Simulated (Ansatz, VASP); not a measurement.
One calculation of PbS, two programs

File INCAR:

```
PREC = Accurate ; ENCUT = 520
EDIFF = 1E-7 ; ISMEAR = -1
SIGMA = 0.05 ; LREAL = False
LASPH = True ; NELM = 150
ALGO = Normal ; ISIF = 2
LWAVE = False ; LCHARG = False
MAGMOM = 0 0 0 0 0 0 ; LORBIT = 11
LSORBIT = True ; GGA_COMPAT = False
LORBMOM = True ; NBANDS = 32
```

File KPOINTS:

```
regular mesh
0
Gamma
  8 8 8
```

POSCAR

```
PbS
1.0
    0.0000000000      3.0239167281      3.0239167281
    3.0239167281      0.0000000000      3.0239167281
    3.0239167281      3.0239167281      0.0000000000
Pb S
1 1
Direct
    0.0000000000      0.0000000000      0.0000000000
    0.5000000000      0.5000000000      0.5000000000
```

input.yaml

```yaml
crystal:
  lattice:
    - [0.0, 3.0239167281, 3.0239167281]
    - [3.0239167281, 0.0, 3.0239167281]
    - [3.0239167281, 3.0239167281, 0.0]
  atoms:
    - { symbol: Pb, position: [0.0, 0.0, 0.0] }
    - { symbol: S, position: [0.5, 0.5, 0.5] }
hamiltonian:
  xc: lda
  pseudopotentials: { kind: paw_fr }
magnetization:
  noncollinear: true
  spin_orbit: true
kpoints:
  mp_grid: { grid: [8, 8, 8] }
scf:
  occupations: { method: fermi_dirac, width: 0.05 }
output:
  forces: true
  stress: true
  eigenvalues: true
```

Alike in both runs: task single point; functional LDA; k mesh 8 × 8 × 8; occupations fermi-dirac, width 0.05 eV; non-collinear spin, spin-orbit coupling.

|  | VASP | Ansatz |
| --- | --- | --- |
| version | VASP 6.6.1 | Ansatz 0.2.0 |
| potentials or method | VASP PAW LDA potentials, release 64 (Pb_d, S) | Ansatz PAW |
| plane-wave cutoff (eV) | 520 | 420 |
| valence electrons in the cell | 20 | 20 |

Ansatz gave:

* pressure (GPa): -5.6
* net moment per atom (μB): 0.00

Task: Which values does VASP return?

Result: Pressure (GPa): -5.5; net moment per atom (μB): 0.00.

LDA's correlation is that of Perdew and Zunger in VASP and of Perdew and Wang (1992) in Ansatz.
